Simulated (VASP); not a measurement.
## TiB2: single point with r2SCAN

Crystal: TiB2.

```
Ti B
1.0
     6.06350    0.00000    0.00000
    -4.54763    7.87672    0.00000
     0.00000    0.00000    6.44836
Ti B
12 24
Cartesian
  0.0000 0.0000 0.0000
  0.0000 0.0000 3.2242
  -1.5159 2.6256 0.0000
  -1.5159 2.6256 3.2242
  -3.0318 5.2511 0.0000
  -3.0318 5.2511 3.2242
  3.0318 0.0000 0.0000
  3.0318 0.0000 3.2242
  1.5159 2.6256 0.0000
  1.5159 2.6256 3.2242
  0.0000 5.2511 0.0000
  0.0000 5.2511 3.2242
  0.0000 1.7504 1.6121
  1.5159 0.8752 1.6121
  0.0000 1.7504 4.8363
  1.5159 0.8752 4.8363
  -1.5159 4.3760 1.6121
  0.0000 3.5008 1.6121
  -1.5159 4.3760 4.8363
  0.0000 3.5008 4.8363
  -3.0318 7.0015 1.6121
  -1.5159 6.1263 1.6121
  -3.0318 7.0015 4.8363
  -1.5159 6.1263 4.8363
  3.0318 1.7504 1.6121
  4.5476 0.8752 1.6121
  3.0318 1.7504 4.8363
  4.5476 0.8752 4.8363
  1.5159 4.3760 1.6121
  3.0318 3.5008 1.6121
  1.5159 4.3760 4.8363
  3.0318 3.5008 4.8363
  0.0000 7.0015 1.6121
  1.5159 6.1263 1.6121
  0.0000 7.0015 4.8363
  1.5159 6.1263 4.8363
```

```
Program                : VASP 6.6.1
Task                   : single point
Functional             : r2SCAN
Potentials or basis    : VASP PAW PBE potentials, release 64 (Ti_sv, B)
Cutoff                 : 520 eV
k mesh                 : 3 × 2 × 2
Occupations            : methfessel-paxton, width 0.1 eV
Spin                   : no spin polarisation
Dipole correction      : no
Further INCAR settings : LREAL = Auto; ALGO = Normal; EDIFF = 1e-06; NBANDS = 132
```

| Quantity | Value |
| --- | --- |
| Pressure | -0.4 GPa |
| Band gap on the k mesh | zero (bands 108 and 109 overlap by 0.67 eV) |

Stress tensor (GPa, compression positive):
```
 0.85  0.05  0.00
 0.05  0.84  0.00
 0.00  0.00 -2.95
```

Levels at points of the mesh, in eV from the Fermi level:
```tsv
k point	band 105	band 106	band 107	band 108	band 109	band 110	band 111	band 112
(0.00, 0.00, 0.00)	-0.52	-0.35	-0.35	-0.11	-0.11	0.06	0.06	0.59
(0.00, 0.50, 0.00)	-0.52	-0.52	-0.35	-0.35	0.06	0.06	1.11	1.11
(0.00, 0.00, 0.50)	-1.86	-1.86	0.56	0.56	0.73	0.73	0.73	0.73
(0.00, 0.50, 0.50)	-0.52	-0.52	-0.52	-0.52	0.93	0.93	0.93	0.93
```

It took 60 min on 1 thread of Intel Xeon 8259CL, on a shared host, peak memory 0.55 GiB.

Caveat: the k points lie up to 0.49 Å⁻¹ apart, too coarse for converged energies and pressures of a metal; the PAW data sets were made with another functional, which shifts forces and pressure a little.
